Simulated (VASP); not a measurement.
Here is a VASP 6.6.1 calculation.

INCAR

```
PREC = Accurate
ENCUT = 520
EDIFF = 1E-7
ISMEAR = -1
SIGMA = 0.05
LREAL = Auto
LASPH = T
NELM = 80
ALGO = Normal
ISIF = 2
LWAVE = F
LCHARG = F
GGA = PS
NBANDS = 230
```

KPOINTS

```
Automatic mesh
0
Gamma
  1 1 1
```

Contents of POSCAR:

```
Si24O47
1.0
    8.3886930000      0.0000000000      0.0000000000
    0.0000000000      8.3886930000      0.0000000000
    0.0000000000      0.0000000000      8.0356430000
Si O
24 47
Direct
    0.0001700000      0.0004600000      0.0001100000
    0.0013400000      0.9992900000      0.3321800000
    0.0013500000      0.9993000000      0.6680500000
    0.0007700000      0.4998400000      0.0001200000
    0.0013100000      0.5015000000      0.3337600000
    0.0013600000      0.5014700000      0.6664900000
    0.5008100000      0.9998600000      0.0001100000
    0.4991700000      0.9992900000      0.3337500000
    0.4991500000      0.9993300000      0.6664800000
    0.4998800000      0.5007600000      0.0001100000
    0.5041500000      0.4965400000      0.3426100000
    0.5041100000      0.4964900000      0.6576200000
    0.2508700000      0.2499400000      0.1669100000
    0.2502400000      0.2491900000      0.5001100000
    0.2509000000      0.2499400000      0.8333900000
    0.2526900000      0.7479500000      0.1668300000
    0.2491400000      0.7515000000      0.5001200000
    0.2526900000      0.7479600000      0.8334000000
    0.7488300000      0.2518200000      0.1667200000
    0.7556200000      0.2450200000      0.5001200000
    0.7488300000      0.2518200000      0.8335100000
    0.7506900000      0.7497500000      0.1668400000
    0.7514400000      0.7504000000      0.5001200000
    0.7507000000      0.7497700000      0.8333200000
    0.1531900000      0.1534700000      0.0001400000
    0.1531000000      0.1526700000      0.3333100000
    0.1531200000      0.1527100000      0.6669300000
    0.1546700000      0.6518700000      0.0001100000
    0.1525600000      0.6539900000      0.3329400000
    0.1525900000      0.6539900000      0.6672800000
    0.6534700000      0.1528600000      0.0001600000
    0.6514800000      0.1559200000      0.3356700000
    0.6514000000      0.1560100000      0.6645100000
    0.6535200000      0.6535200000      0.0000400000
    0.6553700000      0.6523400000      0.3352300000
    0.6553900000      0.6524700000      0.6650400000
    0.3471200000      0.3471100000      0.0002000000
    0.3481700000      0.3452400000      0.3351900000
    0.3482900000      0.3452600000      0.6650100000
    0.3487700000      0.8459600000      0.0001200000
    0.3466600000      0.8480500000      0.3329500000
    0.3466600000      0.8480700000      0.6673000000
    0.8477800000      0.3471700000      0.0000700000
    0.8446300000      0.3492300000      0.3357200000
    0.8447200000      0.3491600000      0.6645600000
    0.8471600000      0.8474400000      0.0001000000
    0.8479300000      0.8475200000      0.3333000000
    0.8479700000      0.8475300000      0.6669300000
    0.0969900000      0.4026600000      0.1676800000
    0.0971500000      0.4029200000      0.5001200000
    0.0971700000      0.4027000000      0.8325500000
    0.0975700000      0.9030400000      0.1659700000
    0.0973500000      0.9032900000      0.5001200000
    0.0976000000      0.9030700000      0.8342600000
    0.5982800000      0.4027200000      0.1668800000
    0.5979100000      0.4023600000      0.8333500000
    0.5979400000      0.9034700000      0.1676800000
    0.5977100000      0.9034900000      0.5001100000
    0.5979700000      0.9036600000      0.8325500000
    0.4037300000      0.0970100000      0.1666300000
    0.4023000000      0.0956500000      0.5001100000
    0.4037000000      0.0970500000      0.8336200000
    0.4049000000      0.5957400000      0.1692800000
    0.3995300000      0.6011200000      0.5001200000
    0.4049000000      0.5957300000      0.8309600000
    0.9027000000      0.0979400000      0.1675900000
    0.9043100000      0.0963200000      0.5001200000
    0.9027000000      0.0979400000      0.8326400000
    0.9036000000      0.5969500000      0.1666100000
    0.9049900000      0.5983400000      0.5001300000
    0.9036200000      0.5969100000      0.8336000000
```

Potentials or basis: VASP PAW PBE potentials, release 64 (Si, O).

The run is started by

```console
$ cat potpaw_PBE.64/Si/POTCAR potpaw_PBE.64/O/POTCAR > POTCAR
$ mpirun -np 1 vasp_gam > vasp.out
```

Estimate the pressure.

0.3 GPa.

Estimate the band gap on the k mesh.

4.34 eV.

Estimate the largest force.

0.145 eV/Å.

Stress tensor (GPa, compression positive):
```
-0.23  0.34  0.00
 0.34 -0.23  0.00
 0.00  0.00  1.36
```

Caveat: the k points lie up to 0.78 Å⁻¹ apart; the PAW data sets were made with another functional, which shifts forces and pressure a little.
